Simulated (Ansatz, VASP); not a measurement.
**One calculation of SiTe, two programs**

File INCAR:

```
PREC = Accurate ; ENCUT = 520
EDIFF = 1E-6 ; ISMEAR = -1
SIGMA = 0.05 ; LREAL = False
LASPH = True ; NELM = 100
ALGO = Normal ; ISIF = 2
LWAVE = False ; LCHARG = True
GGA = PE ; LELF = True
LVHAR = True ; NBANDS = 12
```

KPOINTS

```
Automatic mesh
0
Gamma
  7 7 7
```

The input POSCAR:

```
SiTe
1.0
    3.8175366098      0.0000000000      0.0000000000
    0.0000000000      3.8175366098      0.0000000000
    0.0000000000      0.0000000000      3.8175366098
Si Te
1 1
Direct
    0.0000000000      0.0000000000      0.0000000000
    0.5000000000      0.5000000000      0.5000000000
```

File input.yaml:

```yaml
crystal:
  lattice:
    - [3.8175366098, 0.0, 0.0]
    - [0.0, 3.8175366098, 0.0]
    - [0.0, 0.0, 3.8175366098]
  atoms:
    - { symbol: Si, position: [0.0, 0.0, 0.0] }
    - { symbol: Te, position: [0.5, 0.5, 0.5] }
kpoints:
  mp_grid: { grid: [7, 7, 7] }
scf:
  occupations: { method: fermi_dirac, width: 0.05 }
hamiltonian:
  xc: pbe
  pseudopotentials: { kind: all_electron, lapw: { basis_error: 0.0005 } }
output:
  forces: true
  stress: true
  eigenvalues: true
```

Change from the starting cell: volume scaled by 1.04.

Alike in both runs: task single point; functional PBE; k mesh 7 × 7 × 7; occupations fermi-dirac, width 0.05 eV; no spin polarisation.

|  | VASP | Ansatz |
| --- | --- | --- |
| version | VASP 6.6.1 | Ansatz 0.2.0 |
| potentials or method | VASP PAW PBE potentials, release 64 (Si, Te), cutoff 520 eV | all-electron LAPW, scalar-relativistic |

Ansatz gave:

```
gap on the k mesh at the Fermi level (eV) : none
pressure (GPa)                            : -7.9
```

Task: Which values does VASP return?

Result: gap on the k mesh at the Fermi level (eV): none; pressure (GPa): -8.0.

A gap of «none» marks a metal or a gap that the smearing closes. Ansatz ran all-electron here, and VASP with PAW potentials.

Spin-orbit coupling is off throughout.
